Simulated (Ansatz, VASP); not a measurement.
**Se: VASP beside Ansatz**

File INCAR:

```
PREC = Accurate
ENCUT = 520
EDIFF = 1E-6
ISMEAR = -1
SIGMA = 0.1
LREAL = F
LASPH = T
NELM = 60
ALGO = Normal
ISIF = 2
LWAVE = F
LCHARG = F
GGA = RP
NBANDS = 9
```

Contents of KPOINTS:

```
regular mesh
0
Gamma
  14 14 14
```

Contents of POSCAR:

```
Se
1.0
    0.0000000000      2.1608618287      2.1608618287
    2.1608618287      0.0000000000      2.1608618287
    2.1608618287      2.1608618287      0.0000000000
Se
1
Direct
    0.0000000000      0.0000000000      0.0000000000
```

Input for Ansatz:

```yaml
crystal:
  lattice:
    - [0.0, 2.1608618287, 2.1608618287]
    - [2.1608618287, 0.0, 2.1608618287]
    - [2.1608618287, 2.1608618287, 0.0]
  atoms:
    - { symbol: Se, position: [0.0, 0.0, 0.0] }
hamiltonian:
  xc: rpbe
  pseudopotentials:
    kind: paw
    azcp:
      Se: "pseudopotentials/Se.paw.azcp"
basis:
  ecutwfc: 420
  fft_grid_basis: typed
kpoints:
  mp_grid: { grid: [14, 14, 14], shift: [0, 0, 0] }
magnetization:
  spin_polarized: false
scf:
  occupations: { method: fermi_dirac, width: 0.1 }
  lower_state_search: "off"
output:
  stress: true
  write_density: true
  write_potential: true
  elf: true
  volumetric_format: npy
```

Alike in both runs: task single point; functional RPBE; k mesh 14 × 14 × 14; occupations fermi-dirac, width 0.1 eV; no spin polarisation.

```csv
,VASP,Ansatz
version,VASP 6.6.1,Ansatz 0.2.0
potentials or method,"VASP PAW PBE potentials, release 64 (Se), cutoff 520 eV","plane waves (420 eV) with PAW, scalar-relativistic"
valence electrons in the cell,6,16
```

Ansatz gave:

| Property | Result |
| --- | --- |
| pressure (GPa) | 2.7 |

What did VASP give for the same quantities?

Pressure (GPa): 2.6.

VASP's potentials were made for PBE, not for RPBE. With one functional, cell and mesh, what is left measures potentials, basis and numerics. VASP's potentials hold 6 valence electrons a cell and Ansatz's 16, so a difference there can come from the potentials and not from the codes.
